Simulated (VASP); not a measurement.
Here is a VASP 6.6.1 calculation.

The input POSCAR:

```
Sb
1.0
   -1.6081875819      1.6081875819      2.7941653573
    1.6081875819     -1.6081875819      2.7941653573
    1.6081875819      1.6081875819     -2.7941653573
Sb
1
Direct
    0.0000000000      0.0000000000      0.0000000000
```

File INCAR.step1:

```
PREC     = Accurate       # precision mode
ENCUT    = 520            # plane-wave cutoff, eV
EDIFF    = 1E-5           # SCF threshold, eV
ISMEAR   = -1             # smearing method
SIGMA    = 0.05           # smearing width, eV
LREAL    = F              # projectors in reciprocal space
LASPH    = T              # aspherical terms in the spheres
NELM     = 80             # most SCF steps
ALGO     = Normal         # electronic algorithm
ISIF     = 2              # what is computed and relaxed
LWAVE    = T              # write WAVECAR
LCHARG   = F              # write CHGCAR
GGA      = PE             # functional
NBANDS   = 8              # bands
```

The input INCAR.step2:

```
PREC     = Accurate       # precision mode
ENCUT    = 520            # plane-wave cutoff, eV
EDIFF    = 1E-6           # SCF threshold, eV
ISMEAR   = -1             # smearing method
SIGMA    = 0.05           # smearing width, eV
LREAL    = F              # projectors in reciprocal space
LASPH    = T              # aspherical terms in the spheres
NELM     = 80             # most SCF steps
ALGO     = Normal         # electronic algorithm
ISIF     = 2              # what is computed and relaxed
LWAVE    = F              # write WAVECAR
LCHARG   = F              # write CHGCAR
GGA      = PE             # functional
LHFCALC  = T              # exact exchange
AEXX     = 1.0            # exact-exchange fraction
ALDAC    = 0.0          
AGGAC    = 0.0          
PRECFOCK = Normal       
ISTART   = 1            
NBANDS   = 8              # bands
```

File KPOINTS:

```
regular mesh
0
Gamma
  6 6 6
```

Potentials or basis: VASP PAW PBE potentials, release 64 (Sb).

The run is started by

```bash
$ cat potpaw_PBE.64/Sb/POTCAR > POTCAR
$ cp INCAR.step1 INCAR
$ mpirun -np 1 vasp_std > vasp.out
$ cp INCAR.step2 INCAR
$ mpirun -np 1 vasp_std > vasp.out
```

Predict the band gap on the k mesh.

zero (an odd number of electrons rules out a gap without spin polarisation).

What does it give for the pressure?

-23.0 GPa.

Stress tensor (GPa, compression positive):
```
-31.27   0.00   0.00
  0.00 -31.27   0.00
  0.00   0.00  -6.38
```

Caveat: the k points lie up to 0.38 Å⁻¹ apart, too coarse for converged energies and pressures of a metal; the PAW data sets were made with another functional, which shifts forces and pressure a little; spin-orbit coupling is left out, which moves the levels of the heavy elements.
